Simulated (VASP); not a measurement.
Input of a VASP 6.6.1 run:

Contents of POSCAR:

```
Hg4H
1.0
   -3.0479410000      3.0479410000      3.0479410000
    3.0479410000     -3.0479410000      3.0479410000
    3.0479410000      3.0479410000     -3.0479410000
H Hg
1 4
Direct
    0.0000000000      0.0000000000      0.0000000000
    0.5000000000      0.5000000000      0.5000000000
    0.5000000000      0.0000000000      0.0000000000
    0.0000000000      0.0000000000      0.5000000000
    0.0000000000      0.5000000000      0.0000000000
```

INCAR.step1

```
SYSTEM = Hg4H
PREC     = Accurate       ! precision mode
ENCUT    = 520            ! plane-wave cutoff, eV
ISMEAR   = -1             ! smearing method
SIGMA    = 0.1            ! smearing width, eV
LREAL    = .False.        ! projectors in reciprocal space
LASPH    = .True.         ! aspherical terms in the spheres
NELM     = 100            ! most SCF steps
NBANDS   = 32             ! bands
GGA      = PE             ! functional
ALGO     = Normal         ! electronic algorithm
EDIFF    = 1E-4           ! SCF threshold, eV
LWAVE    = .True.         ! write WAVECAR
LCHARG   = .False.        ! write CHGCAR
```

Contents of INCAR.step2:

```
SYSTEM = Hg4H
PREC     = Accurate       ! precision mode
ENCUT    = 520            ! plane-wave cutoff, eV
EDIFF    = 1E-6           ! SCF threshold, eV
ISMEAR   = -1             ! smearing method
SIGMA    = 0.1            ! smearing width, eV
LREAL    = .False.        ! projectors in reciprocal space
LASPH    = .True.         ! aspherical terms in the spheres
NELM     = 100            ! most SCF steps
ALGO     = Normal         ! electronic algorithm
ISIF     = 2              ! what is computed and relaxed
LWAVE    = .False.        ! write WAVECAR
LCHARG   = .True.         ! write CHGCAR
METAGGA  = R2SCAN         ! meta-GGA
LMIXTAU  = .True.       
LELF     = .True.         ! ELF
LVHAR    = .True.       
NBANDS   = 32             ! bands
ISTART   = 1
```

KPOINTS

```
regular mesh
0
Gamma
  8 8 8
  0 0 0
```

Potentials or basis: VASP PAW PBE potentials, release 64 (H, Hg).

The run is started by

```bash
$ cat potpaw_PBE.64/H/POTCAR potpaw_PBE.64/Hg/POTCAR > POTCAR
$ cp INCAR.step1 INCAR
$ mpirun -np 1 vasp_std > vasp.out
$ cp INCAR.step2 INCAR
$ mpirun -np 1 vasp_std > vasp.out
```

Predict the pressure.

-0.4 GPa.

Caveat: the PAW data sets were made with another functional, which shifts forces and pressure a little.
